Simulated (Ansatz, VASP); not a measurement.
## Bi2Se3 in VASP and in Ansatz

The input INCAR:

```
SYSTEM = Bi2Se3
PREC = Accurate ; ENCUT = 520
EDIFF = 1E-8 ; ISMEAR = -1
SIGMA = 0.03 ; LREAL = .False.
LASPH = .True. ; NELM = 60
ALGO = Normal ; ISIF = 2
LWAVE = .False. ; LCHARG = .False.
GGA = PE ; LEFG = .True.
NBANDS = 32
```

The input KPOINTS:

```
Automatic mesh
0
Gamma
  6 6 6
  0 0 0
```

POSCAR

```
Bi2Se3
1.0
    2.1121272447      1.2194372332      9.7325408622
   -2.1121272447      1.2194372332      9.7325408622
    0.0000000000     -2.4388744666      9.7325408622
Bi Se
2 3
Direct
    0.4008000000      0.4008000000      0.4008000000
    0.5992000000      0.5992000000      0.5992000000
    0.0000000000      0.0000000000      0.0000000000
    0.2117000000      0.2117000000      0.2117000000
    0.7883000000      0.7883000000      0.7883000000
```

Input for Ansatz:

```yaml
crystal:
  lattice:
    - [2.1121272447, 1.2194372332, 9.7325408622]
    - [-2.1121272447, 1.2194372332, 9.7325408622]
    - [0.0, -2.4388744666, 9.7325408622]
  atoms:
    - { symbol: Bi, position: [0.4008, 0.4008, 0.4008] }
    - { symbol: Bi, position: [0.5992, 0.5992, 0.5992] }
    - { symbol: Se, position: [0.0, 0.0, 0.0] }
    - { symbol: Se, position: [0.2117, 0.2117, 0.2117] }
    - { symbol: Se, position: [0.7883, 0.7883, 0.7883] }
kpoints:
  mp_grid: { grid: [6, 6, 6] }
scf:
  occupations: { method: fermi_dirac, width: 0.03 }
hamiltonian:
  xc: pbe
  pseudopotentials: { kind: all_electron, datasets: crystal }
output:
  forces: true
  stress: true
  eigenvalues: true
  efg: { contact_densities: true }
```

Change from the starting cell: volume scaled by 1.06, crystal datasets.

Alike in both runs: task electric field gradients; functional PBE; k mesh 6 × 6 × 6; occupations fermi-dirac, width 0.03 eV; no spin polarisation.

|  | VASP | Ansatz |
| --- | --- | --- |
| version | VASP 6.6.1 | Ansatz 0.2.0 |
| potentials or method | VASP PAW PBE potentials, release 64 (Bi_d, Se), cutoff 520 eV | all-electron PAW with datasets made for the crystal, scalar-relativistic |

|  | VASP | Ansatz | Ansatz less VASP |
| --- | --- | --- | --- |
| pressure (GPa) | -0.9 | -0.9 | 0.00 |
| traceless stress, the component that is largest in VASP (GPa) | 0.07 | 0.07 | -0.002 |
| rms of the force components (eV/Å) | 0.087 | 0.090 | +0.0032 |
| size of Vzz on the site where it differs most (V/Å²) | 73.1 | 76.3 | +3.22 |

Atom by atom the forces differ by 0.004 eV/Å (rms over components). Ansatz ran all-electron here, and VASP with PAW potentials.

Neither program's run includes spin-orbit coupling.
